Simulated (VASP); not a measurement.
# PC2 (Pnnm) in VASP: further runs

PC2 is run at these levels: PBE; tasks: single point.

Everything below comes from runs of VASP 6.6.1. Logs are shortened: lines on timing, memory, paths and dates and some standing lists are left out, and cuts for length are marked.

### Step 1. The cell of the first run

It takes space group Pnnm (No. 58, orthorhombic). The conventional cell has a = 3.732 Å, b = 4.594 Å, c = 2.850 Å, α = 90.00°, β = 90.00°, γ = 90.00°. Within 2.6 Å of P (site symmetry 2/m) lie 6 C at 1.95 to 1.98 Å. Within 1.9 Å of C (site symmetry m) lie 1 C at 1.41 Å.

### Step 2. Single point, PBE

INCAR reads:

```
PREC = Accurate ; ENCUT = 520
EDIFF = 1E-6 ; ISMEAR = 0
SIGMA = 0.1 ; LREAL = False
LASPH = True ; NELM = 100
ALGO = Normal ; ISIF = 2
LWAVE = False ; LCHARG = False
GGA = PE ; NBANDS = 22
```

KPOINTS reads:

```
Automatic mesh
0
Gamma
  4 4 6
```

POSCAR reads:

```
PC2
1.0
    3.7321717503      0.0000000000      0.0000000000
    0.0000000000      4.5942463614      0.0000000000
    0.0000000000      0.0000000000      2.8496839153
P C
2 4
Direct
    0.0000000000      0.0000000000      0.0000000000
    0.5000000000      0.5000000000      0.5000000000
    0.1497632248      0.4069387649      0.0000000000
    0.8502367752      0.5930612351      0.0000000000
    0.6497632248      0.0930612351      0.5000000000
    0.3502367752      0.9069387649      0.5000000000
```

Potentials or basis: VASP PAW PBE potentials, release 64 (P, C).

Launch:

```
$ cat potpaw_PBE.64/P/POTCAR potpaw_PBE.64/C/POTCAR > POTCAR
$ mpirun -np 1 vasp_std > vasp.out
```

OUTCAR:

```text
PREC = Accurate
   ENCUT = 520
   EDIFF = 1E-6
   ISMEAR = 0
   LREAL = False
   LASPH = True
   NELM = 100
   ISIF = 2
   GGA = PE

 ion  position               nearest neighbor table
   1  0.000  0.000  0.000-   3 1.95   4 1.95   5 1.98   6 1.98   5 1.98   6 1.98
   2  0.500  0.500  0.500-   5 1.95   6 1.95   3 1.98   4 1.98   3 1.98   4 1.98
   3  0.150  0.407  0.000-   4 1.41   1 1.95   2 1.98   2 1.98
   4  0.850  0.593  0.000-   3 1.41   1 1.95   2 1.98   2 1.98
   5  0.650  0.093  0.500-   6 1.41   2 1.95   1 1.98   1 1.98
   6  0.350  0.907  0.500-   5 1.41   2 1.95   1 1.98   1 1.98

  LATTYP: Found a simple orthorhombic cell.
 ALAT       =     2.8496839153
 B/A-ratio  =     1.3096791999
 C/A-ratio  =     1.6121950707

  Lattice vectors:

 A1 = (   0.0000000000,   0.0000000000,   2.8496839153)
 A2 = (   3.7321717503,   0.0000000000,   0.0000000000)
 A3 = (   0.0000000000,   4.5942463614,   0.0000000000)

Analysis of symmetry for initial positions (statically):
=====================================================================
 Subroutine PRICEL returns:
 Original cell was already a primitive cell.

 Routine SETGRP: Setting up the symmetry group for a
 simple orthorhombic supercell.

 Subroutine GETGRP returns: Found  8 space group operations
 (whereof  4 operations were pure point group operations)
 out of a pool of  8 trial point group operations.

The static configuration has the point symmetry C_2h.
 The point group associated with its full space group is D_2h.

Analysis of symmetry for dynamics (positions and initial velocities):
=====================================================================
 Subroutine PRICEL returns:
 Original cell was already a primitive cell.

 Routine SETGRP: Setting up the symmetry group for a
 simple orthorhombic supercell.

 Subroutine GETGRP returns: Found  8 space group operations
 (whereof  4 operations were pure point group operations)
 out of a pool of  8 trial point group operations.

The dynamic configuration has the point symmetry C_2h.
 The point group associated with its full space group is D_2h.

 Subroutine INISYM returns: Found  8 space group operations
 (whereof  4 operations are pure point group operations),
 and found     1 'primitive' translations

----------------------------------------------------------------------------------------

                                     Primitive cell

  volume of cell :      48.8622

  direct lattice vectors                    reciprocal lattice vectors
     3.732171750  0.000000000  0.000000000     0.267940509  0.000000000  0.000000000
     0.000000000  4.594246361  0.000000000     0.000000000  0.217663556  0.000000000
     0.000000000  0.000000000  2.849683915     0.000000000  0.000000000  0.350916112

  length of vectors
     3.732171750  4.594246361  2.849683915     0.267940509  0.217663556  0.350916112

  position of ions in fractional coordinates (direct lattice)
     0.000000000  0.000000000  0.000000000
     0.500000000  0.500000000  0.500000000
     0.149763225  0.406938765  0.000000000
     0.850236775  0.593061235  0.000000000
     0.649763225  0.093061235  0.500000000
     0.350236775  0.906938765  0.500000000

  ion indices of the primitive-cell ions
   primitive index   ion index
                 1           1
                 2           2
                 3           3
                 4           4
                 5           5
                 6           6

----------------------------------------------------------------------------------------

 KPOINTS: Automatic mesh

Automatic generation of k-mesh.
 Grid dimensions read from file:
 generate k-points for:    4    4    6

 Generating k-lattice:

  Cartesian coordinates                     Fractional coordinates (reciprocal lattice)
     0.066985127  0.000000000  0.000000000     0.250000000  0.000000000  0.000000000
     0.000000000  0.054415889  0.000000000     0.000000000  0.250000000  0.000000000
     0.000000000  0.000000000  0.058486019     0.000000000  0.000000000  0.166666667

  Length of vectors
     0.066985127  0.054415889  0.058486019

  Shift w.r.t. Gamma in fractional coordinates (k-lattice)
     0.000000000  0.000000000  0.000000000

 Subroutine IBZKPT returns following result:
 ===========================================

 Found     36 irreducible k-points:

 Following reciprocal coordinates:
            Coordinates               Weight
  0.000000  0.000000  0.000000      1.000000
  0.250000  0.000000  0.000000      2.000000
  0.500000  0.000000  0.000000      1.000000
  0.000000  0.250000  0.000000      2.000000
  0.250000  0.250000  0.000000      4.000000
  0.500000  0.250000  0.000000      2.000000
[... 16 lines left out ...]
  0.250000  0.250000  0.333333      8.000000
  0.500000  0.250000  0.333333      4.000000
 [... further k-points ...]
   k-points           NKPTS =     36   k-points in BZ     NKDIM =     36   number of bands    NBANDS=     22
   number of dos      NEDOS =    301   number of ions     NIONS =      6
   total plane-waves  NPLWV =  24192
   dimension x,y,z NGX =    28 NGY =   36 NGZ =   24
   dimension x,y,z NGXF=    56 NGYF=   72 NGZF=   48
   ions per type =               2   4
   NGX,Y,Z   is equivalent  to a cutoff of  12.47, 13.03, 14.00 a.u.
   NGXF,Y,Z  is equivalent  to a cutoff of  24.94, 26.05, 28.00 a.u.
 SYSTEM =  unknown system
   PREC   = accura    normal or accurate (medium, high low for compatibility)
   ISTART =      0    job   : 0-new  1-cont  2-samecut
   ICHARG =      2    charge: 1-file 2-atom 10-const
   ISPIN  =      1    spin polarized calculation?
   LNONCOLLINEAR =      F non collinear calculations
   LSORBIT =      F    spin-orbit coupling
   LASPH  =      T    aspherical Exc in radial PAW
   ENCUT  =  520.0 eV  38.22 Ry    6.18 a.u.   6.94  8.54  5.30*2*pi/ulx,y,z
   NELM   =    100;   NELMIN=  2; NELMDL= -5     # of ELM steps
   EDIFF  = 0.1E-05   stopping-criterion for ELM
   LREAL  =      F    real-space projection
   EDIFFG = 0.1E-04   stopping-criterion for IOM
   NSW    =      0    number of steps for IOM
   IBRION =     -1    ionic relax: 0-MD 1-quasi-New 2-CG
   NFREE  =      0    steps in history (QN), initial steepest desc. (CG)
   ISIF   =      2    stress and relaxation
   ISYM   =      2    0-nonsym 1-usesym 2-fastsym
   POTIM  = 0.5000    time-step for ionic-motion
   TEBEG  =    0.0;   TEEND  =   0.0 temperature during run
   PSTRESS=    0.0 pullay stress
   NELECT =      26.0000    total number of electrons
   NUPDOWN=      -1.0000    fix difference up-down
   EMIN   =  10.00;   EMAX   =-10.00  energy-range for DOS
   EFERMI =   0.00;   METHOD = LEGACY
   ISMEAR =     0;   SIGMA  =   0.10  broadening in eV -4-tet -1-fermi 0-gaus
   EFERMI_NEDOS =   21; number of points for ismear=-14 and -15
   IALGO  =     38    algorithm
   IMIX   =      4    mixing-type and parameters
     AMIX     =   0.40;   BMIX     =  1.00
     AMIX_MAG =   1.60;   BMIX_MAG =  1.00
  volume/ion in A,a.u.               =       8.14        54.96
  Fermi-wavevector in a.u.,A,eV,Ry     =   1.326605  2.506921 23.944645  1.759882
  Thomas-Fermi vector in A             =   2.455980
   LORBIT       =      0    0 simple, 1 ext, 2 COOP (PROOUT), +10 PAW based schemes
   GGA     = PE    functional components
   LHFCALC =     F    Hartree Fock is set to
   AEXX    =    0.0000 exact exchange contribution
   IVDW    =     0    specifies the selected vdW correction
   LEPSILON=     F    determine dielectric tensor
   LRPA    =     F    only Hartree local field effects (RPA)
 non-spin polarized calculation
 Gauss-broadening in eV      SIGMA  =   0.10
  energy-cutoff  :      520.00
  volume of cell :       48.86
 maximum number of plane-waves:      1332
 NGX is ok and might be reduce to    28
   NGX = 13   NGY = 17   NGZ = 11

 number of electron      25.9999999 magnetization

 Free energy of the ion-electron system (eV)
  ---------------------------------------------------
  ext. energy  EPLUGINS =         0.00000000
  ---------------------------------------------------
  free energy    TOTEN  =       -43.23905327 eV

  energy without entropy =      -43.22832421  energy(sigma->0) =      -43.23368874

 E-fermi :  10.0167     XC(G=0): -12.4873

 val. band max:       10.0138632685   @ k =   0.5000   0.2500   0.1667
 cond. band min:      10.0964971210   @ k =   0.2500   0.2500   0.3333
 fundamental gap:      0.0826338525
 Fermi energy:        10.0167081662

 k-point     1 :       0.0000    0.0000    0.0000
  band No.  band energies     occupation
      1      -9.2091      2.00000
      2      -4.7411      2.00000
      3      -1.6138      2.00000
      4      -1.1812      2.00000
      5       0.0235      2.00000
      6       2.1719      2.00000
[... 14 lines left out ...]
     21      19.4868      0.00000
     22      19.5777      0.00000

 k-point     2 :       0.2500    0.0000    0.0000
  band No.  band energies     occupation
      1      -8.6492      2.00000
      2      -4.5965      2.00000
      3      -3.8387      2.00000
      4      -1.1828      2.00000
      5      -0.0271      2.00000
      6       2.8987      2.00000
[... 14 lines left out ...]
     21      18.1240      0.00000
     22      19.5321      0.00000

 k-point     3 :       0.5000    0.0000    0.0000
  band No.  band energies     occupation
      1      -6.9953      2.00000
      2      -6.9953      2.00000
      3      -2.6220      2.00000
      4      -2.6220      2.00000
      5       0.5619      2.00000
      6       0.5619      2.00000
[... 14 lines left out ...]
     21      18.4650      0.00000
     22      18.4650      0.00000
[... 476 lines left out ...]
 k-point    23 :       0.2500    0.2500    0.3333
  band No.  band energies     occupation
      1      -6.6932      2.00000
      2      -4.4383      2.00000
      3      -2.7422      2.00000
      4      -0.8253      2.00000
      5       0.1194      2.00000
      6       1.9911      2.00000
[... 14 lines left out ...]
     21      20.4019      0.00000
     22      21.3867      0.00000

 k-point    24 :       0.5000    0.2500    0.3333
  band No.  band energies     occupation
      1      -5.2521      2.00000
      2      -5.2521      2.00000
      3      -2.5502      2.00000
      4      -2.5502      2.00000
      5       1.0490      2.00000
      6       1.0490      2.00000
[... 14 lines left out ...]
     21      19.9927      0.00000
     22      19.9927      0.00000

 [... further k-points ...]
[... 5 lines left out ...]
  --------------------------------------------------------------------------------------
  -------------------------------------------------------------------------------------
  Total       -0.0257737     -0.0286243     -0.1638947     -0.0000000      0.0000000      0.0000000
  in kB       -0.8451144     -0.9385848     -5.3740649     -0.0000000      0.0000000      0.0000000
  external PRESSURE =      -2.3859214 kB  Pullay stress =       0.0000000 kB

 VOLUME and BASIS-vectors are now :
 -----------------------------------------------------------------------------
  energy-cutoff  :      520.00
  volume of cell :       48.86
      direct lattice vectors                 reciprocal lattice vectors
     3.732171750  0.000000000  0.000000000     0.267940509  0.000000000  0.000000000
     0.000000000  4.594246361  0.000000000     0.000000000  0.217663556  0.000000000
     0.000000000  0.000000000  2.849683915     0.000000000  0.000000000  0.350916112

 POSITION                                       TOTAL-FORCE (eV/Angst)
 -----------------------------------------------------------------------------------
      0.00000      0.00000      0.00000         0.000000      0.000000      0.000000
      1.86609      2.29712      1.42484         0.000000      0.000000      0.000000
      0.55894      1.86958      0.00000         0.058466     -0.043848     -0.000000
      3.17323      2.72467      0.00000        -0.058466      0.043848      0.000000
      2.42503      0.42755      1.42484         0.058466      0.043848      0.000000
      1.30714      4.16670      1.42484        -0.058466     -0.043848      0.000000
 -----------------------------------------------------------------------------------
    total drift:                                0.000000     -0.000000      0.000000

  FREE ENERGIE OF THE ION-ELECTRON SYSTEM (eV)
  ---------------------------------------------------
  free  energy   TOTEN  =       -43.2390532658 eV

  energy  without entropy=      -43.2283242149  energy(sigma->0) =      -43.23368874
```

Run time: 18 s. Hardware: 1 thread of Intel Xeon Platinum 8488C (Sapphire Rapids), shared host; peak memory 0.17 GiB.

Results:

```yaml
Free_energy: -43.2391 eV
Pressure: -0.2 GPa
Largest_force: 0.073 eV/Å
Band_gap_on_the_k_mesh: zero (band 13 reaches 12.81 eV, above the bottom of band 14 at 6.93 eV)
```

Forces on the atoms (eV/Å):
```
P    0.000  0.000  0.000
P    0.000  0.000  0.000
C    0.058 -0.044  0.000
C   -0.058  0.044  0.000
C    0.058  0.044  0.000
C   -0.058 -0.044  0.000
```

Caveat: the k points lie up to 0.42 Å⁻¹ apart.

### Step 3. Single point, PBE

This run uses another cell than the first one, of 8.12 Å³/atom, 0.997 times its volume.

INCAR reads:

```
SYSTEM = PC2
PREC = Accurate
ENCUT = 520
EDIFF = 1E-7
ISMEAR = 0
SIGMA = 0.1
LREAL = .FALSE.
LASPH = .TRUE.
NELM = 60
ALGO = Normal
ISIF = 2
LWAVE = .FALSE.
LCHARG = .FALSE.
GGA = PE
NBANDS = 22
```

KPOINTS reads:

```
Automatic mesh
0
G
  6 4 6
  0 0 0
```

POSCAR reads:

```
PC2
1.0
    3.7441903088      0.0000000000      0.0000000000
    0.0000000000      4.5793811781      0.0000000000
    0.0000000000      0.0000000000      2.8418871534
P C
2 4
Direct
    0.0000000000      0.0000000000      0.0000000000
    0.5000000000      0.5000000000      0.5000000000
    0.1496670854      0.4068361530      0.0000000000
    0.8503329146      0.5931638470      0.0000000000
    0.6496670854      0.0931638470      0.5000000000
    0.3503329146      0.9068361530      0.5000000000
```

Potentials or basis: VASP PAW PBE potentials, release 64 (P, C).

Launch:

```
$ cat potpaw_PBE.64/P/POTCAR potpaw_PBE.64/C/POTCAR > POTCAR
$ mpirun -np 1 vasp_std > vasp.out
```

Run time: 27 s. Hardware: 1 thread of Intel Xeon Platinum 8488C (Sapphire Rapids), shared host; peak memory 0.17 GiB.

It converged, with:

* Free energy: -43.2294 eV
* Pressure: -0.1 GPa
* Largest force: 0.090 eV/Å
* Band gap on the k mesh: zero (band 13 reaches 12.86 eV, above the bottom of band 14 at 6.95 eV)

Forces on the atoms (eV/Å):
```
P    0.000  0.000  0.000
P    0.000  0.000  0.000
C    0.052 -0.073  0.000
C   -0.052  0.073  0.000
C    0.052  0.073  0.000
C   -0.052 -0.073  0.000
```

Stress tensor (GPa, compression positive):
```
 0.12  0.00  0.00
 0.00 -0.11  0.00
 0.00  0.00 -0.35
```

Levels at points of the mesh, in eV from the Fermi level:
```tsv
k point	band 11	band 12	band 13	band 14	band 15	band 16
(0.00, 0.00, 0.00)	-1.67	0.88	2.37	2.56	3.15	5.27
(0.50, 0.00, 0.00)	-0.74	-0.74	0.27	0.27	5.84	5.84
(0.00, 0.50, 0.00)	-2.11	-2.11	2.83	2.83	4.50	4.50
(0.50, 0.50, 0.00)	-2.08	-2.08	-0.99	-0.99	3.42	3.42
(0.00, 0.00, 0.50)	-2.78	-2.78	-1.88	-1.88	3.65	3.65
(0.50, 0.00, 0.50)	-3.72	-3.72	1.08	1.08	7.14	7.14
(0.00, 0.50, 0.50)	-3.39	-3.39	-3.08	-3.08	1.00	1.00
(0.50, 0.50, 0.50)	-1.40	-1.40	-0.34	-0.34	5.24	5.24
```

Caveat: the k points lie up to 0.37 Å⁻¹ apart.

### Step 4. Single point, PBE

This run uses another cell than the first one, of 12.33 Å³/atom, 1.514 times its volume.

INCAR reads:

```
SYSTEM = PC2
ALGO = Normal
EDIFF = 1E-6
ENCUT = 520
GGA = PE
ISIF = 2
ISMEAR = 0
LASPH = .TRUE.
LCHARG = .FALSE.
LREAL = .FALSE.
LWAVE = .FALSE.
NBANDS = 22
NELM = 80
PREC = Accurate
SIGMA = 0.1
```

KPOINTS reads:

```
k-points
0
G
  4 4 6
  0 0 0
```

POSCAR reads:

```
PC2
1.0
    4.8556162900      0.0000000000      0.0000000000
    0.0000000000      5.5906630100      0.0000000000
    0.0000000000      0.0000000000      2.7243034800
P C
2 4
Direct
    0.0000000000      0.0000000000      0.0000000000
    0.5000000000      0.5000000000      0.5000000000
    0.1617000000      0.3727000100      0.0000000000
    0.8383000000      0.6272999900      0.0000000000
    0.6617000000      0.1272999900      0.5000000000
    0.3383000000      0.8727000100      0.5000000000
```

Launch:

```
$ cat potpaw_PBE.64/P/POTCAR potpaw_PBE.64/C/POTCAR > POTCAR
$ mpirun -np 1 vasp_std > vasp.out
```

Wall time 23 s (1 thread of Intel Xeon Platinum 8488C (Sapphire Rapids), shared host); peak memory 0.19 GiB.

The run converged. Its results:

* Free energy: -32.8228 eV
* Pressure: -37.5 GPa
* Largest force: 1.575 eV/Å
* Band gap on the k mesh: zero (band 13 reaches 7.14 eV, above the bottom of band 14 at 3.26 eV)

Forces in eV/Å, atoms in the order of the input:
```
P    0.000  0.000  0.000
P    0.000  0.000  0.000
C   -0.520  1.486  0.000
C    0.520 -1.486  0.000
C   -0.520 -1.486  0.000
C    0.520  1.486  0.000
```

Stress tensor (GPa, compression positive):
```
-54.87   0.00   0.00
  0.00 -47.55   0.00
  0.00   0.00 -10.16
```

Levels at points of the mesh, in eV from the Fermi level:
```tsv
k point	band 11	band 12	band 13	band 14	band 15	band 16	band 17	band 18
(0.00, 0.00, 0.00)	-0.20	1.58	1.63	2.42	2.49	2.58	2.79	3.47
(0.50, 0.00, 0.00)	-0.26	-0.26	0.80	0.80	2.01	2.01	3.09	3.09
(0.00, 0.50, 0.00)	0.08	0.08	0.45	0.45	2.64	2.64	3.95	3.95
(0.50, 0.50, 0.00)	0.73	0.73	1.19	1.19	1.47	1.47	2.97	2.97
(0.00, 0.00, 0.50)	-2.91	-2.91	-1.70	-1.70	0.50	0.50	1.89	1.89
(0.50, 0.00, 0.50)	-2.52	-2.52	-0.70	-0.70	1.46	1.46	2.45	2.45
(0.00, 0.50, 0.50)	-2.60	-2.60	-2.20	-2.20	-0.04	-0.04	3.14	3.14
(0.50, 0.50, 0.50)	-2.51	-2.51	-1.22	-1.22	0.01	0.01	3.51	3.51
```

Caveat: the k points lie up to 0.38 Å⁻¹ apart; forces of over 1 eV/Å act on the atoms, so gaps and moduli don't describe the material at rest.

### Step 5. Summary

| cell | k mesh | gap on the mesh (eV) | pressure (GPa) | largest force (eV/Å) |
| --- | --- | --- | --- | --- |
| a = 3.732, b = 4.594, c = 2.850 Å, 6 atoms | 4 × 4 × 6 | none | -0.2 | 0.07 |
| a = 3.744, b = 4.579, c = 2.842 Å, 6 atoms | 6 × 4 × 6 | none | -0.1 | 0.09 |
| a = 4.856, b = 5.591, c = 2.724 Å, 6 atoms | 4 × 4 × 6 | none | -37.5 | 1.57 |

Alike in all rows: task single point; level PBE; potentials or basis VASP PAW PBE potentials, release 64 (P, C); no spin polarisation; cutoff (eV) 520; smearing gaussian 0.1 eV.

Caveats: all runs use coarse meshes; forces of over 1 eV/Å act on the atoms, so gaps and moduli don't describe the material at rest (some runs).

Total energies depend on the potentials used, so only differences within one code and one set of settings carry meaning.
